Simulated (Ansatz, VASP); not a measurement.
**PtSe: VASP beside Ansatz**

```
Pt Se
1.0
     3.70187    0.00000    0.00000
    -1.85094    3.20591    0.00000
     0.00000    0.00000    3.61284
Pt Se
1 1
Direct
  0.00000 0.00000 0.00000
  0.66667 0.33333 0.50000
```

Alike in both runs: functional PBE; k mesh 8 × 8 × 7; occupations fermi-dirac, width 0.05 eV; non-collinear spin, spin-orbit coupling.

|  | VASP | Ansatz |
| --- | --- | --- |
| version | VASP 6.6.1 | Ansatz 0.2.0 |
| potentials or method | VASP PAW PBE potentials, release 64 (Pt, Se) | Ansatz PAW |
| plane-wave cutoff (eV) | 520 | 420 |
| valence electrons in the cell | 16 | 34 |
| task | single point | band structure |

```csv
,VASP,Ansatz,Ansatz less VASP
pressure (GPa),-10.9,-10.9,+0.02
"traceless stress, the component that is largest in VASP (GPa)",-2.99,-2.98,+0.005
net moment per atom (μB),0.00,0.00,0.000
```

The functional is the same, so the differences come from potentials, cutoffs and numerics. VASP's potentials hold 16 valence electrons a cell and Ansatz's 34, so a difference there can come from the potentials and not from the codes.
